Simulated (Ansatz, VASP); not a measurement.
Al in VASP and in Ansatz

File INCAR:

```
SYSTEM = Al
  PREC = Accurate
  ENCUT = 520
  EDIFF = 1E-6
  ISMEAR = 0
  SIGMA = 0.15
  LREAL = .False.
  LASPH = .True.
  NELM = 100
  ALGO = Fast
  ISIF = 2
  LWAVE = .False.
  LCHARG = .False.
  GGA = PS
  NBANDS = 14
```

The input KPOINTS:

```
Automatic mesh
0
Gamma
  18 18 6
  0 0 0
```

POSCAR

```
Al
1.0
    2.8362844918     -0.0283628449      0.0000000000
   -1.4427051901      2.4704758447      0.0000000000
    0.0000000000      0.0000000000      9.3221494563
Al
4
Direct
    0.0000000000      0.0000000000      0.0000000000
    0.3333333333      0.6666666667      0.2500000000
    0.0000000000      0.0000000000      0.5000000000
    0.6666666667      0.3333333333      0.7500000000
```

Input for Ansatz:

```yaml
crystal:
  lattice:
    - [2.8362844918, -0.0283628449, 0.0]
    - [-1.4427051901, 2.4704758447, 0.0]
    - [0.0, 0.0, 9.3221494563]
  atoms:
    - { symbol: Al, position: [0.0, 0.0, 0.0] }
    - { symbol: Al, position: [0.3333333333, 0.6666666667, 0.25] }
    - { symbol: Al, position: [0.0, 0.0, 0.5] }
    - { symbol: Al, position: [0.6666666667, 0.3333333333, 0.75] }
basis:
  ecutwfc: 420
kpoints:
  mp_grid: { grid: [18, 18, 6] }
hamiltonian:
  xc: pbesol
scf:
  occupations: { method: gaussian, width: 0.15 }
output:
  forces: true
  stress: true
  eigenvalues: true
```

Change from the starting cell: strain -0.0200 x Voigt [0, 0, 0, 0, 0, 1], atoms carried along.

Alike in both runs: task single point; functional PBEsol; k mesh 18 × 18 × 6; occupations gaussian, width 0.15 eV; no spin polarisation.

|  | VASP | Ansatz |
| --- | --- | --- |
| version | VASP 6.6.1 | Ansatz 0.2.0 |
| potentials or method | VASP PAW PBE potentials, release 64 (Al), cutoff 520 eV | scalar-relativistic, plane waves, PAW |
| valence electrons in the cell | 12 | 12 |

```csv
,VASP,Ansatz,Ansatz less VASP
gap on the k mesh at the Fermi level (eV),none,none,-
pressure (GPa),0.1,0.0,-0.06
"traceless stress, the component that is largest in VASP (GPa)",0.71,0.70,-0.005
rms of the force components (eV/Å),0.003,0.003,0.0000
```

VASP's potentials were made for PBE, not for PBEsol. Atom by atom the forces differ by 0.000 eV/Å (rms over components). A gap of «none» marks a metal or a gap that the smearing closes.
